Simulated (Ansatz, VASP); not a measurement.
## BaTiO3: VASP beside Ansatz

```
Ba Ti O
1.0
     4.09502    0.00000    0.00000
     0.00000    2.91354    2.91921
     0.00000   -2.91354    2.91921
Ba Ti O
1 1 3
Direct
  0.00000 0.00441 0.00441
  0.50000 0.51358 0.51358
  0.00000 0.49471 0.49471
  0.50000 0.49543 0.98809
  0.50000 0.98809 0.49543
```

Change from the starting cell: strain +0.025 along x and y, +0.025 along z, atoms carried along.

Alike in both runs: task single point; functional r2SCAN; k mesh 6 × 6 × 6; occupations gaussian, width 0.05 eV; no spin polarisation; Hubbard terms Ti d U = 4.0 eV.

|  | VASP | Ansatz |
| --- | --- | --- |
| version | VASP 6.6.1 | Ansatz 0.2.0 |
| potentials or method | VASP PAW PBE potentials, release 64 (Ba_sv, Ti_sv, O), cutoff 520 eV | scalar-relativistic, plane waves, PAW |
| valence electrons in the cell | 40 | 40 |

```csv
,VASP,Ansatz,Ansatz less VASP
gap on the k mesh at the Fermi level (eV),2.61,2.60,-0.019
least direct gap on the mesh (eV),2.98,2.94,-0.047
pressure (GPa),-8.2,-11.1,-2.91
"traceless stress, the component that is largest in VASP (GPa)",-0.15,-0.03,+0.117
rms of the force components (eV/Å),0.027,0.190,+0.1633
```

VASP's potentials were made for PBE, not for r2SCAN. The programs project onto different local orbitals, so the same U acts differently, and such runs can settle in different states. Atom by atom the forces differ by 0.169 eV/Å (rms over components).

Neither program's run includes spin-orbit coupling.
